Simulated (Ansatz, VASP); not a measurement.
**BaZrO3: VASP beside Ansatz**

```
CELL_PARAMETERS angstrom
4.18062 0.00000 0.00000
0.00000 4.18062 0.00000
0.00000 0.00000 4.18062
ATOMIC_POSITIONS crystal
Ba 0.00000 0.00000 0.00000
Zr 0.50000 0.50000 0.50000
O 0.00000 0.50000 0.50000
O 0.50000 0.00000 0.50000
O 0.50000 0.50000 0.00000
```

Alike in both runs: task single point; functional PBEsol; k mesh 6 × 6 × 6; no spin polarisation.

|  | VASP | Ansatz |
| --- | --- | --- |
| version | VASP 6.6.1 | Ansatz 0.2.0 |
| potentials or method | VASP PAW PBE potentials, release 64 (Ba_sv, Zr_sv, O_h) | PAW with Ansatz's default frozen-core files, scalar-relativistic |
| plane-wave cutoff (eV) | 1340 | 420 |
| occupations | gaussian, width 0.01 eV | fixed |
| valence electrons in the cell | 40 | 40 |

Ansatz gave:

```
gap on the k mesh at the Fermi level (eV) : 3.17
pressure (GPa)                            : 0.0
```

**Question.** Estimate VASP's values.

**Answer.** gap on the k mesh at the Fermi level (eV): 3.13; pressure (GPa): 1.1.

VASP's potentials were made for PBE, not for PBEsol.

Spin-orbit coupling is off throughout.
